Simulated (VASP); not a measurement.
# N2 in VASP: notebook

Runs on N2. Level: PBEsol. Tasks: single point, relaxation of the atoms.

Everything below comes from runs of VASP 6.6.1. Logs are shortened: lines on timing, memory, paths and dates and some standing lists are left out, and cuts for length are marked.

### Step 1. The cell of the first run

The cell holds a molecule in a box, 2 atoms: a = 9.000 Å, b = 9.500 Å, c = 10.000 Å, α = 90.00°, β = 90.00°, γ = 90.00°.

### Step 2. Single point, PBEsol

The input, INCAR:

```
SYSTEM = N
PREC = Accurate
ENCUT = 520
EDIFF = 1E-6
ISMEAR = 1
SIGMA = 0.02
LREAL = .False.
LASPH = .True.
NELM = 60
ALGO = Normal
ISIF = 2
LWAVE = .False.
LCHARG = .True.
GGA = PS
LELF = .True.
LVHAR = .True.
NBANDS = 12
```

The input, KPOINTS:

```
Automatic mesh
0
Gamma
  1 1 1
  0 0 0
```

The input, POSCAR:

```
N
1.0
    9.0000000000      0.0000000000      0.0000000000
    0.0000000000      9.5000000000      0.0000000000
    0.0000000000      0.0000000000     10.0000000000
N
2
Direct
    0.5000000000      0.5000000000      0.4450018259
    0.5000000000      0.5000000000      0.5549981741
```

Potentials or basis: VASP PAW PBE potentials, release 64 (N).

Run with:

```bash
$ cat potpaw_PBE.64/N/POTCAR > POTCAR
$ mpirun -np 1 vasp_gam > vasp.out
```

OUTCAR:

```text
SYSTEM = N
   PREC = Accurate
   ENCUT = 520
   EDIFF = 1E-6
   ISMEAR = 1
   LREAL = .False.
   LASPH = .True.
   NELM = 60
   ISIF = 2
   GGA = PS

 ion  position               nearest neighbor table
   1  0.500  0.500  0.445-   2 1.10
   2  0.500  0.500  0.555-   1 1.10

  LATTYP: Found a simple orthorhombic cell.
 ALAT       =     9.0000000000
 B/A-ratio  =     1.0555555556
 C/A-ratio  =     1.1111111111

  Lattice vectors:

 A1 = (   9.0000000000,   0.0000000000,   0.0000000000)
 A2 = (   0.0000000000,   9.5000000000,   0.0000000000)
 A3 = (   0.0000000000,   0.0000000000,  10.0000000000)

Analysis of symmetry for initial positions (statically):
=====================================================================
 Subroutine PRICEL returns:
 Original cell was already a primitive cell.

 Routine SETGRP: Setting up the symmetry group for a
 simple orthorhombic supercell.

 Subroutine GETGRP returns: Found  8 space group operations
 (whereof  8 operations were pure point group operations)
 out of a pool of  8 trial point group operations.

The static configuration has the point symmetry D_2h.

Analysis of symmetry for dynamics (positions and initial velocities):
=====================================================================
 Subroutine PRICEL returns:
 Original cell was already a primitive cell.

 Routine SETGRP: Setting up the symmetry group for a
 simple orthorhombic supercell.

 Subroutine GETGRP returns: Found  8 space group operations
 (whereof  8 operations were pure point group operations)
 out of a pool of  8 trial point group operations.

The dynamic configuration has the point symmetry D_2h.

 Subroutine INISYM returns: Found  8 space group operations
 (whereof  8 operations are pure point group operations),
 and found     1 'primitive' translations

----------------------------------------------------------------------------------------

                                     Primitive cell

  volume of cell :     855.0000

  direct lattice vectors                    reciprocal lattice vectors
     9.000000000  0.000000000  0.000000000     0.111111111  0.000000000  0.000000000
     0.000000000  9.500000000  0.000000000     0.000000000  0.105263158  0.000000000
     0.000000000  0.000000000 10.000000000     0.000000000  0.000000000  0.100000000

  length of vectors
     9.000000000  9.500000000 10.000000000     0.111111111  0.105263158  0.100000000

  position of ions in fractional coordinates (direct lattice)
     0.500000000  0.500000000  0.445001826
     0.500000000  0.500000000  0.554998174

  ion indices of the primitive-cell ions
   primitive index   ion index
                 1           1
                 2           2

----------------------------------------------------------------------------------------

 KPOINTS: Automatic mesh

Automatic generation of k-mesh.
 Grid dimensions read from file:
 generate k-points for:    1    1    1

 Generating k-lattice:

  Cartesian coordinates                     Fractional coordinates (reciprocal lattice)
     0.111111111  0.000000000  0.000000000     1.000000000  0.000000000  0.000000000
     0.000000000  0.105263158  0.000000000     0.000000000  1.000000000  0.000000000
     0.000000000  0.000000000  0.100000000     0.000000000  0.000000000  1.000000000

  Length of vectors
     0.111111111  0.105263158  0.100000000

  Shift w.r.t. Gamma in fractional coordinates (k-lattice)
     0.000000000  0.000000000  0.000000000

 Subroutine IBZKPT returns following result:
 ===========================================

 Found      1 irreducible k-points:

 Following reciprocal coordinates:
            Coordinates               Weight
  0.000000  0.000000  0.000000      1.000000
   k-points           NKPTS =      1   k-points in BZ     NKDIM =      1   number of bands    NBANDS=     12
   number of dos      NEDOS =    301   number of ions     NIONS =      2
   total plane-waves  NPLWV = 403200
   dimension x,y,z NGX =    70 NGY =   72 NGZ =   80
   dimension x,y,z NGXF=   140 NGYF=  144 NGZF=  160
   ions per type =               2
   NGX,Y,Z   is equivalent  to a cutoff of  12.93, 12.60, 13.30 a.u.
   NGXF,Y,Z  is equivalent  to a cutoff of  25.86, 25.20, 26.60 a.u.
 SYSTEM =  N
   PREC   = accura    normal or accurate (medium, high low for compatibility)
   ISTART =      0    job   : 0-new  1-cont  2-samecut
   ICHARG =      2    charge: 1-file 2-atom 10-const
   ISPIN  =      1    spin polarized calculation?
   LNONCOLLINEAR =      F non collinear calculations
   LSORBIT =      F    spin-orbit coupling
   LASPH  =      T    aspherical Exc in radial PAW
   ENCUT  =  520.0 eV  38.22 Ry    6.18 a.u.  16.73 17.66 18.59*2*pi/ulx,y,z
   NELM   =     60;   NELMIN=  2; NELMDL= -5     # of ELM steps
   EDIFF  = 0.1E-05   stopping-criterion for ELM
   LREAL  =      F    real-space projection
   EDIFFG = 0.1E-04   stopping-criterion for IOM
   NSW    =      0    number of steps for IOM
   IBRION =     -1    ionic relax: 0-MD 1-quasi-New 2-CG
   NFREE  =      0    steps in history (QN), initial steepest desc. (CG)
   ISIF   =      2    stress and relaxation
   ISYM   =      2    0-nonsym 1-usesym 2-fastsym
   POTIM  = 0.5000    time-step for ionic-motion
   TEBEG  =    0.0;   TEEND  =   0.0 temperature during run
   PSTRESS=    0.0 pullay stress
   NELECT =      10.0000    total number of electrons
   NUPDOWN=      -1.0000    fix difference up-down
   EMIN   =  10.00;   EMAX   =-10.00  energy-range for DOS
   EFERMI =   0.00;   METHOD = LEGACY
   ISMEAR =     1;   SIGMA  =   0.02  broadening in eV -4-tet -1-fermi 0-gaus
   EFERMI_NEDOS =   21; number of points for ismear=-14 and -15
   IALGO  =     38    algorithm
   IMIX   =      4    mixing-type and parameters
     AMIX     =   0.40;   BMIX     =  1.00
     AMIX_MAG =   1.60;   BMIX_MAG =  1.00
  volume/ion in A,a.u.               =     427.50      2884.91
  Fermi-wavevector in a.u.,A,eV,Ry     =   0.371609  0.702239  1.878872  0.138093
  Thomas-Fermi vector in A             =   1.299861
   LORBIT       =      0    0 simple, 1 ext, 2 COOP (PROOUT), +10 PAW based schemes
   GGA     = PS    functional components
   LHFCALC =     F    Hartree Fock is set to
   AEXX    =    0.0000 exact exchange contribution
   IVDW    =     0    specifies the selected vdW correction
   LEPSILON=     F    determine dielectric tensor
   LRPA    =     F    only Hartree local field effects (RPA)
 non-spin polarized calculation
 Methfessel and Paxton  Order N= 1 SIGMA  =   0.02
  energy-cutoff  :      520.00
  volume of cell :      855.00
 maximum number of plane-waves:     11510
 NGX is ok and might be reduce to    70
   NGX = 33   NGY = 35   NGZ = 37

 number of electron      10.0000000 magnetization

 Free energy of the ion-electron system (eV)
  ---------------------------------------------------
  ext. energy  EPLUGINS =         0.00000000
  ---------------------------------------------------
  free energy    TOTEN  =       -17.04942583 eV

  energy without entropy =      -17.05058541  energy(sigma->0) =      -17.04981235

 E-fermi :  -9.9717     XC(G=0):  -0.6711

 val. band max:       -9.9885350437   @ k =   0.0000   0.0000   0.0000
 cond. band min:      -1.8002751742   @ k =   0.0000   0.0000   0.0000
 fundamental gap:      8.1882598695
 Fermi energy:        -9.9716973993

 k-point     1 :       0.0000    0.0000    0.0000
  band No.  band energies     occupation
      1     -28.1732      2.00000
      2     -13.1920      2.00000
      3     -11.4964      2.00000
      4     -11.4964      2.00000
      5      -9.9885      2.00000
      6      -1.8003      0.00000
      7      -1.7998      0.00000
      8      -0.1611      0.00000
      9       1.2330      0.00000
     10       1.3076      0.00000
     11       1.3142      0.00000
     12       1.5557      0.00000

------------------------ aborting loop because EDIFF is reached ----------------------------------------

  FORCE on cell =-STRESS in cart. coord.  units (eV):
  Direction    XX          YY          ZZ          XY          YZ          ZX
  --------------------------------------------------------------------------------------
  -------------------------------------------------------------------------------------
  Total       -0.0587786     -0.0570275      1.9651331      0.0000000      0.0000000      0.0000000
  in kB       -0.1101447     -0.1068633      3.6824465      0.0000000      0.0000000      0.0000000
  external PRESSURE =       1.1551462 kB  Pullay stress =       0.0000000 kB

 VOLUME and BASIS-vectors are now :
 -----------------------------------------------------------------------------
  energy-cutoff  :      520.00
  volume of cell :      855.00
      direct lattice vectors                 reciprocal lattice vectors
     9.000000000  0.000000000  0.000000000     0.111111111  0.000000000  0.000000000
     0.000000000  9.500000000  0.000000000     0.000000000  0.105263158  0.000000000
     0.000000000  0.000000000 10.000000000     0.000000000  0.000000000  0.100000000

 POSITION                                       TOTAL-FORCE (eV/Angst)
 -----------------------------------------------------------------------------------
      4.50000      4.75000      4.45002         0.000000      0.000000     -1.869829
      4.50000      4.75000      5.54998         0.000000      0.000000      1.869829
 -----------------------------------------------------------------------------------
    total drift:                                0.000000      0.000000      0.000000

  FREE ENERGIE OF THE ION-ELECTRON SYSTEM (eV)
  ---------------------------------------------------
  free  energy   TOTEN  =       -17.0494258259 eV

  energy  without entropy=      -17.0505854070  energy(sigma->0) =      -17.04981235
```

It took 51 s on 1 thread of Intel Xeon Platinum 8375C at 2.90GHz (Ice Lake), shared host; peak memory 0.72 GiB.

What came out:

```yaml
Free_energy: -17.0494 eV
Largest_force: 1.870 eV/Å
Gap_between_the_frontier_levels: 8.19 eV
```

Forces in eV/Å, atoms in the order of the input:
```
N    0.000  0.000 -1.870
N    0.000  0.000  1.870
```

Caveat: the standard files for N, O and F lose accuracy on very short bonds; the PAW data sets were made with another functional, which shifts forces and pressure a little.

### Step 3. Relaxation of the atoms, PBEsol

The input, INCAR:

```
PREC     = Accurate       # precision mode
ENCUT    = 520            # plane-wave cutoff, eV
EDIFF    = 1E-6           # SCF threshold, eV
ISMEAR   = 1              # smearing method
SIGMA    = 0.02           # smearing width, eV
LREAL    = False          # projectors in reciprocal space
LASPH    = True           # aspherical terms in the spheres
NELM     = 100            # most SCF steps
ALGO     = Normal         # electronic algorithm
ISIF     = 2              # what is computed and relaxed
LWAVE    = False          # write WAVECAR
LCHARG   = False          # write CHGCAR
GGA      = PS             # functional
IBRION   = 2              # ionic algorithm
NSW      = 80             # ionic steps
EDIFFG   = -0.02          # ionic threshold
```

The input, KPOINTS:

```
Automatic mesh
0
Gamma
  1 1 1
```

The input, POSCAR:

```
N
1.0
    9.0000000000      0.0000000000      0.0000000000
    0.0000000000      9.5000000000      0.0000000000
    0.0000000000      0.0000000000     10.0000000000
N
2
Direct
    0.5000000000      0.5000000000      0.4445000000
    0.5000000000      0.5000000000      0.5555000000
```

Potentials or basis: VASP PAW PBE potentials, release 64 (N).

Run with:

```bash
$ cat potpaw_PBE.64/N/POTCAR > POTCAR
$ mpirun -np 1 vasp_gam > vasp.out
```

Wall time 94 s (1 thread of Intel Xeon Platinum 8375C at 2.90GHz (Ice Lake), shared host); peak memory 0.78 GiB.

The run converged. Its results:

```yaml
Free_energy: -17.0602 eV
Energy_gained_by_relaxing: 0.1 meV/atom
Ionic_steps: 3
Gap_between_the_frontier_levels: 8.05 eV
```

Step by step:
```csv
step,energy change (eV),largest force (eV/Å),pressure (GPa)
1,0.0000,0.2543,0.01
2,0.0376,3.2048,-0.24
3,-0.0002,0.0004,-0.01
```

Final structure:
```yaml
crystal:
  lattice:
    - [9.00000, 0.00000, 0.00000]
    - [0.00000, 9.50000, 0.00000]
    - [0.00000, 0.00000, 10.00000]
  atoms:
    - { symbol: N, position: [0.50000, 0.50000, 0.44442] }
    - { symbol: N, position: [0.50000, 0.50000, 0.55558] }
```

Levels at points of the mesh, in eV from the valence-band top:
```csv
k point,band 1,band 2,band 3,band 4,band 5,band 6,band 7,band 8,band 9
"(0.00, 0.00, 0.00)",-18.01,-3.29,-1.42,-1.42,0.00,8.05,8.05,9.82,11.21
```

Caveat: the standard files for N, O and F lose accuracy on very short bonds; the PAW data sets were made with another functional, which shifts forces and pressure a little.
